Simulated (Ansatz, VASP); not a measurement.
Two plane-wave programs on LiCl

```xyz
2
Lattice="-0.0605 2.5566 2.5566 2.5566 -0.0605 2.5566 2.5566 2.5566 -0.0605" Properties=species:S:1:pos:R:3 pbc="T T T"
Li    0.0000    0.0000    0.0000
Cl    2.5263    2.5263    2.5263
```

Change from the starting cell: epitaxial_111 strain +2.4%.

Alike in both runs: task single point; functional PBE; k mesh 8 × 8 × 8; occupations fermi-dirac, width 0.02 eV; no spin polarisation.

|  | VASP | Ansatz |
| --- | --- | --- |
| version | VASP 6.6.1 | Ansatz 0.2.0 |
| potentials or method | VASP PAW PBE potentials, release 64 (Li_sv, Cl) | plane waves, PAW |
| plane-wave cutoff (eV) | 520 | 420 |
| valence electrons in the cell | 10 | 10 |

Ansatz gave:

| Quantity | Value |
| --- | --- |
| gap on the k mesh at the Fermi level (eV) | 6.05 |

**Question.** Which values does VASP return?

**Answer.** gap on the k mesh at the Fermi level (eV): 6.06.

With one functional, cell and mesh, what is left measures potentials, basis and numerics.

Noted on VASP's run: the cutoff is short for stress, so the pressure is rough.
